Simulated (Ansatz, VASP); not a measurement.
One calculation of SrCl2, two programs

INCAR

```
SYSTEM = SrCl2
PREC = Accurate
ENCUT = 520
EDIFF = 1E-8
ISMEAR = 0
SIGMA = 0.05
LREAL = .FALSE.
LASPH = .TRUE.
NELM = 100
ALGO = Normal
ISIF = 2
LWAVE = .FALSE.
LCHARG = .FALSE.
GGA = PS
LEFG = .TRUE.
NBANDS = 19
```

Contents of KPOINTS:

```
Automatic mesh
0
G
  8 8 8
  0 0 0
```

Contents of POSCAR:

```
SrCl2
1.0
    0.0000000000      3.4536334143      3.4536334143
    3.4536334143      0.0000000000      3.4536334143
    3.4536334143      3.4536334143      0.0000000000
Sr Cl
1 2
Direct
    0.0000000000      0.0000000000      0.0000000000
    0.2500000000      0.2500000000      0.2500000000
    0.7500000000      0.7500000000      0.7500000000
```

Input for Ansatz:

```yaml
crystal:
  lattice:
    - [0.0, 3.4536334143, 3.4536334143]
    - [3.4536334143, 0.0, 3.4536334143]
    - [3.4536334143, 3.4536334143, 0.0]
  atoms:
    - { symbol: Sr, position: [0.0, 0.0, 0.0] }
    - { symbol: Cl, position: [0.25, 0.25, 0.25] }
    - { symbol: Cl, position: [0.75, 0.75, 0.75] }
basis:
  ecutwfc: 420
  ecutrho_ratio: 4
kpoints:
  mp_grid: { grid: [8, 8, 8] }
hamiltonian:
  xc: pbesol
scf:
  occupations: { method: gaussian, width: 0.05 }
  n_extra_bands: 25
output:
  forces: true
  stress: true
  eigenvalues: true
  optics: { de: 0.05 }
  efg: {}
```

Alike in both runs: task electric field gradients; functional PBEsol; k mesh 8 × 8 × 8; occupations gaussian, width 0.05 eV; no spin polarisation.

|  | VASP | Ansatz |
| --- | --- | --- |
| version | VASP 6.6.1 | Ansatz 0.2.0 |
| potentials or method | VASP PAW PBE potentials, release 64 (Sr_sv, Cl), cutoff 520 eV | scalar-relativistic, plane waves, PAW |
| valence electrons in the cell | 24 | 24 |

|  | VASP | Ansatz | Ansatz less VASP |
| --- | --- | --- | --- |
| gap on the k mesh at the Fermi level (eV) | 5.24 | 5.25 | +0.010 |
| least direct gap on the mesh (eV) | 5.34 | 5.34 | +0.002 |
| pressure (GPa) | 0.2 | 0.0 | -0.14 |

VASP's potentials were made for PBE, not for PBEsol.
